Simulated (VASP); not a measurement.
Write the native input for VASP 6.6.1 that does the following.

```
Task                   : single point
Functional             : PBEsol
Potentials or basis    : VASP PAW PBE potentials, release 64 (Cd, Se)
Cutoff                 : 520 eV
k mesh                 : 10 × 10 × 10
Occupations            : gaussian, width 0.05 eV
Spin                   : no spin polarisation
Dipole correction      : no
Further INCAR settings : ALGO = Normal; EDIFF = 1e-06; NBANDS = 16
```

The structure of CdSe lies in POSCAR:

```
CdSe
1.0
    0.0000000000      3.1530509431      3.1530509431
    3.1530509431      0.0000000000      3.1530509431
    3.2392343356      3.2392343356     -0.0861833924
Cd Se
1 1
Direct
    0.0000000000      0.0000000000      0.0000000000
    0.7500000000      0.7500000000      0.7500000000
```

One way to write it, as run:

INCAR

```
ALGO = Normal
EDIFF = 1E-6
ENCUT = 520
GGA = PS
ISIF = 2
ISMEAR = 0
LASPH = True
LCHARG = True
LELF = True
LREAL = False
LVHAR = True
LWAVE = False
NBANDS = 16
NELM = 60
PREC = Accurate
SIGMA = 0.05
```

KPOINTS

```
k-points
0
Gamma
  10 10 10
```

Potentials or basis: VASP PAW PBE potentials, release 64 (Cd, Se).

Command:

```bash
$ cat potpaw_PBE.64/Cd/POTCAR potpaw_PBE.64/Se/POTCAR > POTCAR
$ mpirun -np 1 vasp_std > vasp.out
```

It gave:

The pressure is -5.2 GPa and the largest force is 0.056 eV/Å. The band gap on the k mesh is 0.20 eV.

Caveat: the cell stands under tension; the PAW data sets were made with another functional, which shifts forces and pressure a little.

It took 2.4 min on 1 thread of Intel Xeon 8259CL (shared host), peak memory 0.3 GiB.
